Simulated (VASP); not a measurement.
AgCl: single point with r2SCAN

The system is AgCl.

```
Ag Cl
1.0
     0.00000    2.99325    2.99325
     2.90944    0.00000    2.99325
     2.90944    2.99325    0.00000
Ag Cl
1 1
Direct
  0.00000 0.00000 0.00000
  0.25000 0.25000 0.25000
```

This cell differs from its parent crystal: uniaxial x strain -2.8%.

```
Program                : VASP 6.6.1
Task                   : single point
Functional             : r2SCAN
Potentials or basis    : VASP PAW PBE potentials, release 64 (Ag, Cl)
Cutoff                 : 520 eV
k mesh                 : 8 × 8 × 8
Occupations            : gaussian, width 0.01 eV
Spin                   : no spin polarisation
Dipole correction      : no
Further INCAR settings : ALGO = Normal; EDIFF = 1e-07; NBANDS = 16
```

```json
{
 "Pressure": "1.0 GPa",
 "Band gap on the k mesh": "1.54 eV, direct"
}
```

Levels at points of the mesh, in eV from the valence-band top:
```csv
k point,band 7,band 8,band 9,band 10,band 11,band 12
"(0.00, 0.00, 0.00)",-0.04,-0.04,0.00,1.54,8.61,8.61
"(0.50, 0.00, 0.00)",-2.08,-0.65,-0.63,4.18,7.01,8.80
"(0.50, 0.50, 0.00)",-1.83,-1.51,-1.41,5.02,6.03,8.88
"(0.00, 0.50, 0.50)",-1.76,-1.46,-1.46,4.98,5.89,9.12
```

It took 2.5 min on 1 thread of AMD EPYC 7R13 Processor (Zen 3), with other jobs on the host, peak memory 0.19 GiB.

Caveat: the cell differs from its parent crystal (uniaxial x strain -2.8%); the PAW data sets were made with another functional, which shifts forces and pressure a little.
